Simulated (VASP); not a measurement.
Wanted: the native input for a VASP 6.6.1 run.

- Task: relaxation of cell and atoms
- Functional: PBE
- Potentials or basis: VASP PAW PBE potentials, release 64 (Si, Cu)
- Cutoff: 600 eV
- k mesh: 18 × 18 × 18
- Occupations: gaussian, width 0.1 eV
- Spin: no spin polarisation
- Dipole correction: no
- Further INCAR settings: ALGO = Normal; EDIFF = 1e-07; IBRION = 2; EDIFFG = -0.01; NSW = 100; ISIF = 3

The structure of CuSi3 lies in POSCAR:

```
CuSi3
1.0
   -1.8621272260      1.8621272260      4.1595569204
    1.8621272260     -1.8621272260      4.1595569204
    1.8621272260      1.8621272260     -4.1595569204
Si Cu
3 1
Direct
    0.5000000000      0.5000000000      0.0000000000
    0.2500000000      0.7500000000      0.5000000000
    0.7500000000      0.2500000000      0.5000000000
    0.0000000000      0.0000000000      0.0000000000
```

The input as run:

INCAR

```
SYSTEM = CuSi3
PREC = Accurate
ENCUT = 600
EDIFF = 1E-7
ISMEAR = 0
SIGMA = 0.1
LREAL = .False.
LASPH = .True.
NELM = 100
ALGO = Normal
ISIF = 3
LWAVE = .False.
LCHARG = .False.
GGA = PE
IBRION = 2
NSW = 100
EDIFFG = -0.01
```

KPOINTS

```
Automatic mesh
0
Gamma
  18 18 18
  0 0 0
```

Potentials or basis: VASP PAW PBE potentials, release 64 (Si, Cu).

Command:

```bash
$ cat potpaw_PBE.64/Si/POTCAR potpaw_PBE.64/Cu/POTCAR > POTCAR
$ mpirun -np 1 vasp_std > vasp.out
```

It gave:

```
Relaxed volume                        : 13.94 Å³/atom
Relaxed cell                          : a = 4.524 Å, b = 4.524 Å, c = 4.524 Å, α = 128.04°, β = 128.04°, γ = 76.55°
Space group after relaxing (to 0.1 Å) : I4/mmm (No. 139)
Energy gained by relaxing             : 32.9 meV/atom
Ionic steps                           : 21
Pressure after relaxing               : 0.0 GPa
Band gap on the k mesh                : zero (an odd number of electrons rules out a gap without spin polarisation)
```

Wall time 97 min on 1 thread of AMD EPYC 9R45 96-Core Processor (Zen 5), on a shared host, peak memory 0.65 GiB.
